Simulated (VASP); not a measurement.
# Mo: single point with RPBE

Mo:

```xyz
1
Lattice="-1.5874 1.5874 1.5874 1.5874 -1.5874 1.5874 1.5874 1.5874 -1.5874" Properties=species:S:1:pos:R:3 pbc="T T T"
Mo    0.0000    0.0000    0.0000
```

| Property | Result |
| --- | --- |
| Program | VASP 6.6.1 |
| Task | single point |
| Functional | RPBE |
| Potentials or basis | VASP PAW PBE potentials, release 64 (Mo_sv) |
| Cutoff | 520 eV |
| k mesh | 18 × 18 × 18 |
| Occupations | gaussian, width 0.1 eV |
| Spin | no spin polarisation |
| Dipole correction | no |
| Further INCAR settings | ALGO = Fast; EDIFF = 1e-06; NBANDS = 13 |

| Quantity | Value |
| --- | --- |
| Pressure | 0.5 GPa |
| Band gap on the k mesh | zero (band 7 reaches 16.13 eV, above the bottom of band 8 at 10.97 eV) |

Levels at points of the mesh, in eV from the Fermi level:
```
           k point  band 3  band 4  band 5  band 6  band 7  band 8  band 9  band 10  band 11  band 12
(0.00, 0.00, 0.00)  -34.63  -34.63   -7.15   -1.33   -1.33   -1.33    1.61     1.61    14.77    14.77
(0.50, 0.00, 0.00)  -35.04  -34.64   -5.19   -3.31    1.53    1.63    2.24     4.55    11.29    11.90
(0.50, 0.50, 0.50)  -35.52  -35.52   -5.27   -5.27    3.82    3.82    3.82     8.89     8.89     8.89
```

It took 23 s on 1 thread of Intel(R) Xeon(R) Platinum 8259CL CPU @ 2.50GHz (Skylake/Cascade Lake), on a shared host, peak memory 0.15 GiB.

Caveat: the PAW data sets were made with another functional, which shifts forces and pressure a little.
